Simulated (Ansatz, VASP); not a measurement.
NaF in VASP and in Ansatz

```
Na F
1.0
     0.00000    2.38138    2.26522
     2.38138    0.00000    2.26522
     2.38138    2.38138    0.00000
Na F
1 1
Cartesian
  0.0000 0.0000 0.0000
  2.3814 2.3814 2.2652
```

Change from the starting cell: strain +0.025 along x and y, -0.025 along z, atoms carried along.

Alike in both runs: task single point; functional PBE; k mesh 8 × 8 × 8; occupations gaussian, width 0.05 eV; no spin polarisation.

```csv
,VASP,Ansatz
version,VASP 6.6.1,Ansatz 0.2.0
potentials or method,"VASP PAW PBE potentials, release 64 (Na_pv, F), cutoff 520 eV","scalar-relativistic, plane waves, PAW"
valence electrons in the cell,14,16
```

Ansatz gave:

- gap on the k mesh at the Fermi level (eV): 6.14
- least direct gap on the mesh (eV): 6.14
- pressure (GPa): 0.8
- traceless stress, the component that is largest in VASP (GPa): 2.68

Q: Which values does VASP return?

A: gap on the k mesh at the Fermi level (eV): 6.12; least direct gap on the mesh (eV): 6.12; pressure (GPa): 0.7; traceless stress, the component that is largest in VASP (GPa): 2.77.

VASP's potentials hold 14 valence electrons a cell and Ansatz's 16, so a difference there can come from the potentials and not from the codes.
